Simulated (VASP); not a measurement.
# MnS (Fm-3m) in VASP: further runs

MnS is run at these levels: revPBE+D4+U, revPBE+U, LDA+U, r2SCAN+U; tasks: single point.

All numbers are computed with VASP 6.6.1; they aren't measurements. Logs are shortened: lines on timing, memory, paths and dates and some standing lists are left out, and cuts for length are marked.

## Step 1: The cell of the first run

Symmetry: Fm-3m, No. 225, cubic system. The conventional cell has a = 5.278 Å, b = 5.278 Å, c = 5.278 Å, α = 90.00°, β = 90.00°, γ = 90.00°. Within 3.5 Å of Mn (site symmetry m-3m) lie 6 S at 2.64 Å. Within 3.5 Å of S (site symmetry m-3m) lie 6 Mn at 2.64 Å.

## Step 2: Single point, revPBE+D4+U, collinear spin, ferromagnetic start (18.37 Å³/atom)

INCAR

```
PREC = Accurate
ENCUT = 680
EDIFF = 1E-6
ISMEAR = -1
SIGMA = 0.025
LREAL = False
LASPH = True
NELM = 200
ALGO = Normal
ISIF = 2
LWAVE = False
LCHARG = False
ISPIN = 2
MAGMOM = 4 0
LORBIT = 11
LMAXMIX = 4
LDAU = True
LDAUTYPE = 2
LDAUL = 2 -1
LDAUU = 3 0
LDAUJ = 0 0
LDAUPRINT = 1
GGA = RE
IVDW = 13
NBANDS = 22
GGA_COMPAT = False
```

KPOINTS

```
Automatic mesh
0
Gamma
  9 9 9
```

POSCAR

```
MnS
1.0
    0.0000000000      2.6387736672      2.6387736672
    2.6387736672      0.0000000000      2.6387736672
    2.6387736672      2.6387736672      0.0000000000
Mn S
1 1
Direct
    0.0000000000      0.0000000000      0.0000000000
    0.5000000000      0.5000000000      0.5000000000
```

Potentials or basis: VASP PAW PBE potentials, release 64 (Mn_sv, S).

Run with:

```sh
$ cat potpaw_PBE.64/Mn_sv/POTCAR potpaw_PBE.64/S/POTCAR > POTCAR
$ mpirun -np 1 vasp_std > vasp.out
```

OUTCAR:

```text
PREC = Accurate
   ENCUT = 680
   EDIFF = 1E-6
   ISMEAR = -1
   LREAL = False
   LASPH = True
   NELM = 200
   ISIF = 2
   ISPIN = 2
   LORBIT = 11
   GGA = RE
   IVDW = 13

 ion  position               nearest neighbor table
   1  0.000  0.000  0.000-   2 2.64   2 2.64   2 2.64   2 2.64   2 2.64   2 2.64
   2  0.500  0.500  0.500-   1 2.64   1 2.64   1 2.64   1 2.64   1 2.64   1 2.64

  LATTYP: Found a face centered cubic cell.
 ALAT       =     5.2775473344

  Lattice vectors:

 A1 = (   0.0000000000,   2.6387736672,   2.6387736672)
 A2 = (   2.6387736672,   0.0000000000,   2.6387736672)
 A3 = (   2.6387736672,   2.6387736672,   0.0000000000)

Analysis of symmetry for initial positions (statically):
=====================================================================
 Subroutine PRICEL returns:
 Original cell was already a primitive cell.

 Routine SETGRP: Setting up the symmetry group for a
 face centered cubic supercell.

 Subroutine GETGRP returns: Found 48 space group operations
 (whereof 48 operations were pure point group operations)
 out of a pool of 48 trial point group operations.

The static configuration has the point symmetry O_h .

Analysis of symmetry for dynamics (positions and initial velocities):
=====================================================================
 Subroutine PRICEL returns:
 Original cell was already a primitive cell.

 Routine SETGRP: Setting up the symmetry group for a
 face centered cubic supercell.

 Subroutine GETGRP returns: Found 48 space group operations
 (whereof 48 operations were pure point group operations)
 out of a pool of 48 trial point group operations.

The dynamic configuration has the point symmetry O_h .

Analysis of structural, dynamic, and magnetic symmetry:
=====================================================================
 Subroutine PRICEL returns:
 Original cell was already a primitive cell.

 Routine SETGRP: Setting up the symmetry group for a
 face centered cubic supercell.

 Subroutine GETGRP returns: Found 48 space group operations
 (whereof 48 operations were pure point group operations)
 out of a pool of 48 trial point group operations.

The overall configuration has the point symmetry O_h .

 Subroutine INISYM returns: Found 48 space group operations
 (whereof 48 operations are pure point group operations),
 and found     1 'primitive' translations

----------------------------------------------------------------------------------------

                                     Primitive cell

  volume of cell :      36.7482

  direct lattice vectors                    reciprocal lattice vectors
     0.000000000  2.638773667  2.638773667    -0.189481958  0.189481958  0.189481958
     2.638773667  0.000000000  2.638773667     0.189481958 -0.189481958  0.189481958
     2.638773667  2.638773667  0.000000000     0.189481958  0.189481958 -0.189481958

  length of vectors
     3.731789508  3.731789508  3.731789508     0.328192378  0.328192378  0.328192378

  position of ions in fractional coordinates (direct lattice)
     0.000000000  0.000000000  0.000000000
     0.500000000  0.500000000  0.500000000

  ion indices of the primitive-cell ions
   primitive index   ion index
                 1           1
                 2           2

----------------------------------------------------------------------------------------

 KPOINTS: Automatic mesh

Automatic generation of k-mesh.
 Grid dimensions read from file:
 generate k-points for:    9    9    9

 Generating k-lattice:

  Cartesian coordinates                     Fractional coordinates (reciprocal lattice)
    -0.021053551  0.021053551  0.021053551     0.111111111  0.000000000  0.000000000
     0.021053551 -0.021053551  0.021053551     0.000000000  0.111111111  0.000000000
     0.021053551  0.021053551 -0.021053551     0.000000000  0.000000000  0.111111111

  Length of vectors
     0.036465820  0.036465820  0.036465820

  Shift w.r.t. Gamma in fractional coordinates (k-lattice)
     0.000000000  0.000000000  0.000000000

 Subroutine IBZKPT returns following result:
 ===========================================

 Found     35 irreducible k-points:

 Following reciprocal coordinates:
            Coordinates               Weight
  0.000000  0.000000  0.000000      1.000000
  0.111111  0.000000  0.000000      8.000000
  0.222222  0.000000  0.000000      8.000000
  0.333333  0.000000  0.000000      8.000000
  0.444444  0.000000  0.000000      8.000000
  0.111111  0.111111  0.000000      6.000000
[... 16 lines left out ...]
 -0.333333  0.333333  0.000000     12.000000
  0.444444  0.444444  0.000000      6.000000
 [... further k-points ...]
   k-points           NKPTS =     35   k-points in BZ     NKDIM =     35   number of bands    NBANDS=     22
   number of dos      NEDOS =    301   number of ions     NIONS =      2
   total plane-waves  NPLWV =  32768
   dimension x,y,z NGX =    32 NGY =   32 NGZ =   32
[... 81 lines left out ...]
  o =  0.0609  v =  0.0000  0.0000  0.0000  0.0000  0.0000  0.0000 -0.0000 -0.0315  0.0000 -0.9995      0.0000  0.0000  0.0000  0.0000  0.0000  0.0000  0.0000  0.0000  0.0000  0.0000
  o =  0.9008  v =  1.0000  0.0000  0.0000  0.0000  0.0000  0.0000  0.0000  0.0000  0.0000  0.0000      0.0000  0.0000  0.0000  0.0000  0.0000  0.0000  0.0000  0.0000  0.0000  0.0000
  o =  0.9008  v =  0.0000 -0.9953  0.0000 -0.0969  0.0000  0.0000  0.0000  0.0000  0.0000  0.0000      0.0000  0.0000  0.0000  0.0000  0.0000  0.0000  0.0000  0.0000  0.0000  0.0000
  o =  0.9008  v =  0.0000  0.0969 -0.0000 -0.9953 -0.0000  0.0000  0.0000  0.0000  0.0000  0.0000      0.0000  0.0000  0.0000  0.0000  0.0000  0.0000  0.0000  0.0000  0.0000  0.0000
  o =  0.9179  v =  0.0000 -0.0000 -0.9985  0.0000 -0.0549  0.0000  0.0000  0.0000  0.0000  0.0000      0.0000  0.0000  0.0000  0.0000  0.0000  0.0000  0.0000  0.0000  0.0000  0.0000
  o =  0.9179  v =  0.0000  0.0000 -0.0549 -0.0000  0.9985  0.0000  0.0000  0.0000  0.0000  0.0000      0.0000  0.0000  0.0000  0.0000  0.0000  0.0000  0.0000  0.0000  0.0000  0.0000

 number of electron      20.9999989 magnetization       4.9999839

 Free energy of the ion-electron system (eV)
  ---------------------------------------------------
  ext. energy  EPLUGINS =         0.00000000
  ---------------------------------------------------
  free energy    TOTEN  =       -12.59569532 eV

  energy without entropy =      -12.59569499  energy(sigma->0) =      -12.59569516

 E-fermi :   7.3986     XC(G=0): -10.3256

 val. band max:        7.1117065961   @ k =  -0.3333   0.1111   0.0000
 cond. band min:       7.6376373857   @ k =   0.4444   0.4444   0.0000
 fundamental gap:      0.5259307897
 Fermi energy:         7.3986215867

 spin component 1

 k-point     1 :       0.0000    0.0000    0.0000
  band No.  band energies     occupation
      1     -74.9119      1.00000
      2     -43.6140      1.00000
      3     -43.6140      1.00000
      4     -43.6140      1.00000
      5      -6.8335      1.00000
      6       2.7896      1.00000
[... 14 lines left out ...]
     21      19.1333      0.00000
     22      19.1333      0.00000
[... 552 lines left out ...]
  band No.  band energies     occupation
      1     -74.9114      1.00000
      2     -43.6197      1.00000
      3     -43.6164      1.00000
      4     -43.6164      1.00000
      5      -5.5289      1.00000
      6       1.6438      1.00000
[... 14 lines left out ...]
     21      21.8666      0.00000
     22      25.7542      0.00000

 [... further k-points ...]

 spin component 2

 k-point     1 :       0.0000    0.0000    0.0000
  band No.  band energies     occupation
      1     -69.9350      1.00000
      2     -38.6934      1.00000
      3     -38.6934      1.00000
      4     -38.6934      1.00000
      5      -6.5559      1.00000
      6       5.8499      1.00000
[... 14 lines left out ...]
     21      21.0331      0.00000
     22      21.0331      0.00000
[... 552 lines left out ...]
  band No.  band energies     occupation
      1     -69.9344      1.00000
      2     -38.7014      1.00000
      3     -38.6968      1.00000
      4     -38.6968      1.00000
      5      -5.2326      1.00000
      6       2.1393      1.00000
[... 14 lines left out ...]
     21      22.2643      0.00000
     22      26.4283      0.00000

 [... further k-points ...]

------------------------ aborting loop because EDIFF is reached ----------------------------------------

  DFT-D4 for vdW energy calculation

  Edisp (eV):   -1.38665

  FORCE on cell =-STRESS in cart. coord.  units (eV):
  Direction    XX          YY          ZZ          XY          YZ          ZX
  --------------------------------------------------------------------------------------
  -------------------------------------------------------------------------------------
  Total      -0.96203    -0.96203    -0.96203     0.00000     0.00000    -0.00000
  in kB     -41.94315   -41.94315   -41.94315     0.00000     0.00000    -0.00000
  external pressure =      -41.94 kB  Pullay stress =        0.00 kB

 VOLUME and BASIS-vectors are now :
 -----------------------------------------------------------------------------
  energy-cutoff  :      680.00
  volume of cell :       36.75
      direct lattice vectors                 reciprocal lattice vectors
     0.000000000  2.638773667  2.638773667    -0.189481958  0.189481958  0.189481958
     2.638773667  0.000000000  2.638773667     0.189481958 -0.189481958  0.189481958
     2.638773667  2.638773667  0.000000000     0.189481958  0.189481958 -0.189481958

 POSITION                                       TOTAL-FORCE (eV/Angst)
 -----------------------------------------------------------------------------------
      0.00000      0.00000      0.00000        -0.000000      0.000000     -0.000000
      2.63877      2.63877      2.63877         0.000000     -0.000000      0.000000
 -----------------------------------------------------------------------------------
    total drift:                                0.000000     -0.000000     -0.000000

  FREE ENERGIE OF THE ION-ELECTRON SYSTEM (eV)
  ---------------------------------------------------
  free  energy   TOTEN  =       -13.9823488943 eV

  energy  without entropy=      -13.9823485581  energy(sigma->0) =      -13.98234873

 total charge

# of ion       s       p       d       tot
------------------------------------------
    1        2.120   6.010   4.674  12.803
    2        1.323   2.452   0.000   3.775
--------------------------------------------------
tot          3.443   8.462   4.674  16.578

 magnetization (x)

# of ion       s       p       d       tot
------------------------------------------
    1        0.035   0.018   4.365   4.417
    2        0.022   0.071   0.000   0.093
--------------------------------------------------
tot          0.056   0.089   4.365   4.510
```

Run time: 93 s. Hardware: 1 thread of Intel Xeon Platinum 8259CL at 2.50GHz (Skylake/Cascade Lake), shared host; peak memory 0.24 GiB.

Results:

| Item | Value |
| --- | --- |
| Free energy | -13.9823 eV |
| Pressure | -4.2 GPa |
| Band gap on the k mesh | 0.53 eV (least direct gap 2.38 eV) |
| Net moment | 5.00 μB per cell |
| Site moments | Mn +4.42; S +0.09 μB |
| Valence electrons inside the program's atomic spheres | Mn 12.80; S 3.77 |
| Dispersion energy per atom | -0.693 eV |

Eigenvalues of the final occupation matrices:
| site | spin | trace | eigenvalues |
| --- | --- | --- | --- |
| site 1 d | 1 | 4.54 | 0.90 0.90 0.90 0.92 0.92 |
| site 1 d | 2 | 0.16 | 0.01 0.01 0.01 0.06 0.06 |

Caveat: the cell stands under tension; the PAW data sets were made with another functional, which shifts forces and pressure a little; an odd mesh through Γ misses points on the zone boundary, where band edges can lie; a cell with one magnetic atom can't hold antiferromagnetic order, which such compounds often take.

[end of part 1 of 2]
